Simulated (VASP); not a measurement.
Set up this calculation in VASP 6.6.1, as the native input.

| Property | Result |
| --- | --- |
| Task | single point |
| Functional | PBE |
| Potentials or basis | VASP PAW PBE potentials, release 64 (C) |
| Cutoff | 520 eV |
| k mesh | 12 × 12 × 12 |
| Occupations | fermi-dirac, width 0.02 eV |
| Spin | no spin polarisation |
| Dipole correction | no |
| Further INCAR settings | ALGO = Normal; EDIFF = 1e-07; NBANDS = 11 |

The structure of C lies in POSCAR:

```
C
1.0
    0.0000000000      1.7801241425      1.7089191768
    1.7801241425      0.0000000000      1.7089191768
    1.7801241425      1.7801241425      0.0000000000
C
2
Direct
    0.0000000000      0.0000000000      0.0000000000
    0.2500000000      0.2500000000      0.2500000000
```

This cell differs from its parent crystal: uniaxial z strain -4.0%.

The input as run:

INCAR

```
PREC = Accurate ; ENCUT = 520
EDIFF = 1E-7 ; ISMEAR = -1
SIGMA = 0.02 ; LREAL = False
LASPH = True ; NELM = 100
ALGO = Normal ; ISIF = 2
LWAVE = False ; LCHARG = False
GGA = PE ; NBANDS = 11
```

KPOINTS

```
regular mesh
0
Gamma
  12 12 12
```

Potentials or basis: VASP PAW PBE potentials, release 64 (C).

Command:

```bash
$ cat potpaw_PBE.64/C/POTCAR > POTCAR
$ mpirun -np 1 vasp_std > vasp.out
```

It gave:

* Pressure: 24.8 GPa
* Band gap on the k mesh: 3.21 eV, indirect (least direct gap 4.99 eV)

Caveat: the cell differs from its parent crystal (uniaxial z strain -4.0%).

Wall time 20 s on 1 thread of AMD EPYC 7R13 (shared host), peak memory 0.13 GiB.
